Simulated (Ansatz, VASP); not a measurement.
Two plane-wave programs on Pd

File INCAR:

```
PREC = Accurate
ENCUT = 520
EDIFF = 1E-6
ISMEAR = 0
SIGMA = 0.1
LREAL = F
LASPH = T
NELM = 150
ALGO = Fast
ISIF = 2
LWAVE = F
LCHARG = T
ISPIN = 2
MAGMOM = 1
LORBIT = 11
LMAXMIX = 4
GGA = PE
LELF = T
LVHAR = T
NBANDS = 15
```

Contents of KPOINTS:

```
regular mesh
0
Gamma
  6 6 6
```

Contents of POSCAR:

```
Pd
1.0
    2.7007183236      0.0000000000      0.0000000000
   -1.3503591618      2.3388906767      0.0000000000
    0.0000000000      0.0000000000      2.6313693702
Pd
1
Direct
    0.0000000000      0.0000000000      0.0000000000
```

Input for Ansatz:

```yaml
crystal:
  lattice:
    - [2.7007183236, 0.0, 0.0]
    - [-1.3503591618, 2.3388906767, 0.0]
    - [0.0, 0.0, 2.6313693702]
  atoms:
    - { symbol: Pd, position: [0.0, 0.0, 0.0], spin: 1.0 }
basis:
  ecutwfc: 420
kpoints:
  mp_grid: { grid: [6, 6, 6] }
hamiltonian:
  xc: pbe
scf:
  occupations: { method: gaussian, width: 0.1 }
  lower_state_search: "off"
output:
  forces: true
  stress: true
  eigenvalues: true
  populations: true
magnetization:
  spin_polarized: true
```

Alike in both runs: task single point; functional PBE; k mesh 6 × 6 × 6; occupations gaussian, width 0.1 eV; collinear spin.

```csv
,VASP,Ansatz
version,VASP 6.6.1,Ansatz 0.2.0
potentials or method,"VASP PAW PBE potentials, release 64 (Pd), cutoff 520 eV","scalar-relativistic, plane waves, PAW"
valence electrons in the cell,10,18
```

|  | VASP | Ansatz | Ansatz less VASP |
| --- | --- | --- | --- |
| gap on the k mesh at the Fermi level (eV) | none | none | - |
| pressure (GPa) | 0.2 | 0.5 | +0.31 |
| traceless stress, the component that is largest in VASP (GPa) | 0.93 | 0.99 | +0.064 |
| net moment per atom (μB) | 0.00 | 0.00 | -0.002 |

A gap of «none» marks a metal or a gap that the smearing closes. VASP's potentials hold 10 valence electrons a cell and Ansatz's 18, so a difference there can come from the potentials and not from the codes. Ansatz's warnings: seeded moment not kept.

The k mesh is coarse, so the values compare programs but aren't converged.
